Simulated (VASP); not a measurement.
Set up this calculation in VASP 6.6.1, as the native input.

- Task: single point
- Functional: PBE
- Potentials or basis: VASP PAW PBE potentials, release 64 (Cu, Mo_sv)
- Cutoff: 520 eV
- k mesh: 6 × 6 × 4
- Occupations: gaussian, width 0.1 eV
- Spin: no spin polarisation
- Dipole correction: no
- Further INCAR settings: ALGO = Normal; EDIFF = 1e-06; NBANDS = 20

The structure of CuMo lies in POSCAR:

```
CuMo
1.0
    2.5642405723      0.0000000000      0.0000000000
    0.0000000000      2.5642405723      0.0000000000
    0.0000000000      0.0000000000      4.2015002648
Cu Mo
1 1
Direct
    0.0000000000      0.0000000000      0.0000000000
    0.5000000000      0.5000000000      0.5000000000
```

The cell was generated, and may not be a known phase.

These files were run (other wordings do the same):

INCAR

```
PREC = Accurate
ENCUT = 520
EDIFF = 1E-6
ISMEAR = 0
SIGMA = 0.1
LREAL = F
LASPH = T
NELM = 60
ALGO = Normal
ISIF = 2
LWAVE = F
LCHARG = F
GGA = PE
NBANDS = 20
```

KPOINTS

```
regular mesh
0
Gamma
  6 6 4
```

Potentials or basis: VASP PAW PBE potentials, release 64 (Cu, Mo_sv).

The run is started by

```bash
$ cat potpaw_PBE.64/Cu/POTCAR potpaw_PBE.64/Mo_sv/POTCAR > POTCAR
$ mpirun -np 1 vasp_std > vasp.out
```

Results of the run:

The pressure is 0.7 GPa and the band gap on the k mesh is zero (an odd number of electrons rules out a gap without spin polarisation).

Caveat: the k points lie up to 0.41 Å⁻¹ apart, too coarse for converged energies and pressures of a metal.

It took 8.5 s on 1 thread of Intel(R) Xeon(R) 6975P-C (Granite Rapids), with other jobs on the host, peak memory 0.14 GiB.
